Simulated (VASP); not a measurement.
Crystal: MgS (Niningerite).

```xyz
2
Lattice="0.0000 2.7365 2.7365 2.7365 0.0000 2.7365 2.7365 2.7365 0.0000" Properties=species:S:1:pos:R:3 pbc="T T T"
Mg    0.0000    0.0000    0.0000
S     2.7365    2.7365    2.7365
```

This cell differs from its parent crystal: strain +5.2%.

Base run:

- Program: VASP 6.6.1
- Functional: PBE
- Potentials or basis: VASP PAW PBE potentials, release 64 (Mg, S)
- Cutoff: 520 eV
- k mesh: 8 × 8 × 8
- Occupations: fermi-dirac, width 0.02 eV
- Spin: no spin polarisation

Its results: band gap on the k mesh 2.43 eV, indirect (least direct gap 2.62 eV); pressure -7.9 GPa.

Task: The run is repeated on the same cell with these changes: functional from PBE to r2SCAN; occupations from fermi-dirac, width 0.02 eV to gaussian, width 0.01 eV. What comes out?

Result: Band gap on the k mesh 3.09 eV, indirect (least direct gap 3.45 eV); pressure -9.3 GPa.

Caveats: the PAW data sets were made with another functional, which shifts forces and pressure a little (some runs).

A k mesh can miss the band edges.
